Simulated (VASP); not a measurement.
# MoS2 (P6_3/mmc) in VASP: notebook, part 2 of 2

VASP 6.6.1. The steps go on from the part before.

## (5) Single point, LDA+U, collinear spin

Contents of INCAR:

```
SYSTEM = MoS2
ALGO = Normal
EDIFF = 1E-6
ENCUT = 500
GGA = CA
GGA_COMPAT = .False.
ISIF = 2
ISMEAR = 0
ISPIN = 2
LASPH = .True.
LCHARG = .False.
LDAU = .True.
LDAUJ = 0 0
LDAUL = 2 -1
LDAUPRINT = 1
LDAUTYPE = 2
LDAUU = 2.5 0
LMAXMIX = 4
LORBIT = 11
LREAL = .False.
LWAVE = .False.
MAGMOM = 1.38 1.38 0.05 0.05 0.05 0.05
NBANDS = 39
NELM = 200
NUPDOWN = 4.0
PREC = Accurate
SIGMA = 0.05
```

Contents of KPOINTS:

```
k-points
0
Gamma
  8 8 2
  0 0 0
```

Contents of POSCAR:

```
MoS2
1.0
    3.1610015200      0.0000000000      0.0000000000
   -1.5805007600      2.7375076200      0.0000000000
    0.0000000000      0.0000000000     12.2949997000
Mo S
2 4
Direct
    0.3333333333      0.6666666667      0.2500000000
    0.6666666667      0.3333333333      0.7500000000
    0.3333333333      0.6666666667      0.6275000000
    0.6666666667      0.3333333333      0.1275000000
    0.3333333333      0.6666666667      0.8725000000
    0.6666666667      0.3333333333      0.3725000000
```

Potentials or basis: VASP PAW LDA potentials, release 64 (Mo_sv, S).

On the command line:

```bash
> cat potpaw_LDA.64/Mo_sv/POTCAR potpaw_LDA.64/S/POTCAR > POTCAR
> mpirun -np 1 vasp_std > vasp.out
```

OUTCAR:

```text
SYSTEM = MoS2
   EDIFF = 1E-6
   ENCUT = 500
   GGA = CA
   ISIF = 2
   ISMEAR = 0
   ISPIN = 2
   LASPH = .True.
   LORBIT = 11
   LREAL = .False.
   NELM = 200
   NUPDOWN = 4.0
   PREC = Accurate

 ion  position               nearest neighbor table
   1  0.333  0.667  0.250-   4 2.37   6 2.37   4 2.37   6 2.37   4 2.37   6 2.37
   2  0.667  0.333  0.750-   3 2.37   5 2.37   3 2.37   5 2.37   3 2.37   5 2.37
   3  0.333  0.667  0.627-   2 2.37   2 2.37   2 2.37
   4  0.667  0.333  0.127-   1 2.37   1 2.37   1 2.37
   5  0.333  0.667  0.873-   2 2.37   2 2.37   2 2.37
   6  0.667  0.333  0.373-   1 2.37   1 2.37   1 2.37

  LATTYP: Found a hexagonal cell.
 ALAT       =     3.1610015200
 C/A-ratio  =     3.8895899360
[... 1946 lines left out ...]
     -0.00000      1.82501      3.07375        -0.000000      0.000000     -0.000000
      1.58050      0.91250      9.22125         0.000000     -0.000000     -0.000000
     -0.00000      1.82501      7.71511        -0.000000     -0.000000     -1.458287
      1.58050      0.91250      1.56761        -0.000000      0.000000     -1.458287
     -0.00000      1.82501     10.72739        -0.000000      0.000000      1.458287
      1.58050      0.91250      4.57989         0.000000      0.000000      1.458287
 -----------------------------------------------------------------------------------
    total drift:                               -0.000000      0.000000     -0.000000

  FREE ENERGIE OF THE ION-ELECTRON SYSTEM (eV)
  ---------------------------------------------------
  free  energy   TOTEN  =       -38.7968497561 eV

  energy  without entropy=      -38.7900231782  energy(sigma->0) =      -38.79343647

 total charge

# of ion       s       p       d       tot
------------------------------------------
    1        2.320   6.240   4.045  12.604
    2        2.320   6.240   4.045  12.604
    3        1.361   2.371   0.000   3.732
    4        1.361   2.371   0.000   3.732
    5        1.361   2.371   0.000   3.732
    6        1.361   2.371   0.000   3.732
--------------------------------------------------
tot         10.083  21.963   8.090  40.136

 magnetization (x)

# of ion       s       p       d       tot
------------------------------------------
    1        0.024   0.021   1.523   1.568
    2        0.024   0.021   1.523   1.568
    3        0.005   0.048   0.000   0.054
    4        0.005   0.048   0.000   0.054
    5        0.005   0.048   0.000   0.054
    6        0.005   0.048   0.000   0.054
--------------------------------------------------
tot          0.069   0.236   3.046   3.351
```

OSZICAR:

```text
N       E                     dE             d eps       ncg     rms          rms(c)
DAV:   1     0.458956758202E+03    0.45896E+03   -0.27806E+04  3416   0.122E+03
DAV:   2    -0.178729846755E+02   -0.47683E+03   -0.45943E+03  3630   0.349E+02
DAV:   3    -0.404111925568E+02   -0.22538E+02   -0.21963E+02  3832   0.708E+01
DAV:   4    -0.407885523965E+02   -0.37736E+00   -0.37621E+00  3797   0.935E+00
DAV:   5    -0.407957492415E+02   -0.71968E-02   -0.71944E-02  3807   0.126E+00    0.387E+01
DAV:   6    -0.394710668721E+02    0.13247E+01   -0.11928E+01  3518   0.210E+01    0.160E+01
DAV:   7    -0.391426286460E+02    0.32844E+00   -0.45576E+00  3507   0.154E+01    0.136E+01
DAV:   8    -0.388549866264E+02    0.28764E+00   -0.48094E-01  3714   0.412E+00    0.519E+00
DAV:   9    -0.387967686338E+02    0.58218E-01   -0.20030E-01  3656   0.266E+00    0.105E+00
DAV:  10    -0.387967817732E+02   -0.13139E-04   -0.22043E-02  3610   0.763E-01    0.256E-01
DAV:  11    -0.387968245049E+02   -0.42732E-04   -0.19851E-03  3637   0.199E-01    0.176E-01
DAV:  12    -0.387968239208E+02    0.58413E-06   -0.85901E-05  3822   0.420E-02    0.101E-01
DAV:  13    -0.387968401175E+02   -0.16197E-04   -0.30820E-05  3657   0.385E-02    0.527E-02
DAV:  14    -0.387968499562E+02   -0.98387E-05   -0.10559E-05  3804   0.158E-02    0.135E-02
DAV:  15    -0.387968497561E+02    0.20013E-06   -0.14116E-06  2236   0.731E-03
   1 F= -.38796850E+02 E0= -.38793436E+02  d E =-.682658E-02  mag=     3.9993
```

stdout:

```text
POSCAR found type information on POSCAR MoS
 POSCAR found :  2 types and       6 ions
 scaLAPACK will be used
 LDA part: xc-table for (Slater(with rela. corr.)+CA(PZ))
 , standard interpolation
 POSCAR, INCAR and KPOINTS ok, starting setup
 FFT: planning ... GRIDC
 FFT: planning ... GRID_SOFT
 FFT: planning ... GRID
 WAVECAR not read
 entering main loop
```

Wall time 3.4 min (1 thread of Oxide Virtual Turin-like, shared host); peak memory 0.22 GiB.

What came out:

| Quantity | Value |
| --- | --- |
| Free energy | -38.7968 eV |
| Pressure | 14.7 GPa |
| Largest force | 1.458 eV/Å |
| Net moment | 4.00 μB per cell |
| Site moments | Mo +1.57; S +0.05 μB |
| Valence electrons inside the program's atomic spheres | Mo 12.60; S 3.73 |

Forces in eV/Å, atoms in the order of the input:
```
Mo   0.000  0.000  0.000
Mo   0.000  0.000  0.000
S    0.000  0.000 -1.458
S    0.000  0.000 -1.458
S    0.000  0.000  1.458
S    0.000  0.000  1.458
```

Stress tensor (GPa, compression positive):
```
16.38  0.00  0.00
 0.00 16.38  0.00
 0.00  0.00 11.29
```

Eigenvalues of the final occupation matrices:
```tsv
site	spin	trace	eigenvalues
site 1 d	1	2.82	0.41 0.41 0.62 0.62 0.75
site 1 d	2	1.28	0.12 0.21 0.21 0.37 0.37
site 2 d	1	2.82	0.41 0.41 0.62 0.62 0.75
site 2 d	2	1.28	0.12 0.21 0.21 0.37 0.37
```

Caveat: the moment is held away from its start; the stress differs along the axes, from 11 to 16 GPa; the total moment is fixed, so each spin has its own Fermi level and the state may be an excited one; forces of over 1 eV/Å act on the atoms, so gaps and moduli don't describe the material at rest.

## (6) The runs side by side

```tsv
spin	fixed moment (μB)	pressure (GPa)	moment (μB)	largest force (eV/Å)
collinear	3.6	13.2	3.60	1.37
collinear, zero start	0.0	2.6	0.00	0.93
collinear, zero start	-	2.6	0.00	0.93
collinear	4.0	14.7	4.00	1.46
```

Alike in all rows: task single point; level LDA+U; potentials or basis VASP PAW LDA potentials, release 64 (Mo_sv, S); Mo d U = 2.5 eV; cell as given; k mesh 8 × 8 × 2; cutoff (eV) 500; smearing gaussian 0.05 eV.

Caveats: the total moment is fixed, so each spin has its own Fermi level and the state may be an excited one (at least some runs); forces of over 1 eV/Å act on the atoms, so gaps and moduli don't describe the material at rest (at least some runs); the stress differs along the axes, from 0 to 7 GPa (at least some runs); the cell stands under pressure (at least some runs); the total moment is fixed, so each spin has its own Fermi level (at least some runs); the moment is held away from its start (at least some runs); the stress differs along the axes, from 11 to 16 GPa (at least some runs).

Absolute energies hang on the potentials; compare differences alone.
